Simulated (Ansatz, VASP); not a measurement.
**One calculation of GeAs5, two programs**

```
Ge As
1.0
     5.19837    0.00000    0.00000
    -2.59918    4.50192    0.00000
     0.00000    0.00000    5.21591
Ge As
1 5
Cartesian
  0.0000 0.0000 0.0000
  3.7215 0.0000 2.6080
  0.7384 1.2790 2.6080
  -1.8608 3.2229 2.6080
  2.5992 1.5006 0.0000
  0.0000 3.0013 0.0000
```

Change from the starting cell: species swapped into the Ca5Mg type (P-62m, No. 189).

Alike in both runs: functional PBE; k mesh 12 × 12 × 8; occupations gaussian, width 0.1 eV; no spin polarisation.

Ansatz relaxed the structure, and its values are those at the end. VASP's run is a single point on that final structure, the one shown.

|  | VASP | Ansatz |
| --- | --- | --- |
| version | VASP 6.6.1 | Ansatz 0.2.0 |
| potentials or method | VASP PAW PBE potentials, release 64 (Ge_d, As), cutoff 520 eV | scalar-relativistic, plane waves, PAW |
| valence electrons in the cell | 39 | 89 |

Ansatz gave:

| Property | Result |
| --- | --- |
| gap on the k mesh at the Fermi level (eV) | none |
| pressure (GPa) | 0.0 |
| rms of the force components (eV/Å) | 0.002 |

Question: What did VASP give for the same quantities?

Answer: gap on the k mesh at the Fermi level (eV): none; pressure (GPa): 0.1; rms of the force components (eV/Å): 0.020.

A gap of «none» marks a metal or a gap that the smearing closes. VASP's potentials hold 39 valence electrons a cell and Ansatz's 89, so a difference there can come from the potentials and not from the codes.
